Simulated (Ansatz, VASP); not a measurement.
**One calculation of AlN, two programs**

POSCAR

```
AlN
1.0
    3.2665522592      0.0000000000      0.0000000000
   -1.6332761296      2.8289172392      0.0000000000
    0.0000000000      0.0000000000      5.1024500000
Al N
2 2
Direct
    0.3333333333      0.6666666667      0.0000000000
    0.6666666667      0.3333333333      0.5000000000
    0.3333333333      0.6666666667      0.3850000000
    0.6666666667      0.3333333333      0.8850000000
```

The input INCAR.step1:

```
SYSTEM = AlN
  PREC = Accurate
  ENCUT = 520
  ISMEAR = 0
  SIGMA = 0.05
  LREAL = .FALSE.
  LASPH = .TRUE.
  NELM = 80
  NBANDS = 16
  GGA = PE
  ALGO = Normal
  EDIFF = 1E-4
  LWAVE = .TRUE.
  LCHARG = .FALSE.
```

INCAR.step2

```
SYSTEM = AlN
  PREC = Accurate
  ENCUT = 520
  EDIFF = 1E-6
  ISMEAR = 0
  SIGMA = 0.05
  LREAL = .FALSE.
  LASPH = .TRUE.
  NELM = 80
  ALGO = Normal
  ISIF = 2
  LWAVE = .FALSE.
  LCHARG = .FALSE.
  METAGGA = R2SCAN
  LMIXTAU = .TRUE.
  NBANDS = 16
  ISTART = 1
```

The input KPOINTS:

```
Automatic mesh
0
G
  12 12 6
  0 0 0
```

Input for Ansatz:

```yaml
crystal:
  lattice:
    - [3.2665522592, 0.0, 0.0]
    - [-1.6332761296, 2.8289172392, 0.0]
    - [0.0, 0.0, 5.10245]
  atoms:
    - { symbol: Al, position: [0.3333333333, 0.6666666667, 0.0] }
    - { symbol: Al, position: [0.6666666667, 0.3333333333, 0.5] }
    - { symbol: "N", position: [0.3333333333, 0.6666666667, 0.385] }
    - { symbol: "N", position: [0.6666666667, 0.3333333333, 0.885] }
basis:
  ecutwfc: 500
kpoints:
  mp_grid: { grid: [12, 12, 6] }
hamiltonian:
  xc: r2scan
scf:
  occupations: { method: gaussian, width: 0.05 }
output:
  forces: true
  stress: true
  eigenvalues: true
```

Change from the starting cell: strain +0.050 along x and y, +0.025 along z, atoms carried along.

Alike in both runs: task single point; functional r2SCAN; k mesh 12 × 12 × 6; occupations gaussian, width 0.05 eV; no spin polarisation.

|  | VASP | Ansatz |
| --- | --- | --- |
| version | VASP 6.6.1 | Ansatz 0.2.0 |
| potentials or method | VASP PAW PBE potentials, release 64 (Al, N), cutoff 520 eV | scalar-relativistic, plane waves, PAW |
| valence electrons in the cell | 16 | 16 |

|  | VASP | Ansatz | Ansatz less VASP |
| --- | --- | --- | --- |
| gap on the k mesh at the Fermi level (eV) | 3.69 | 3.66 | -0.032 |
| least direct gap on the mesh (eV) | 3.69 | 3.66 | -0.032 |
| pressure (GPa) | -21.3 | -20.9 | +0.39 |
| traceless stress, the component that is largest in VASP (GPa) | 5.21 | 5.15 | -0.061 |
| rms of the force components (eV/Å) | 0.037 | 0.038 | +0.0015 |

VASP's potentials were made for PBE, not for r2SCAN. Atom by atom the forces differ by 0.002 eV/Å (rms over components).
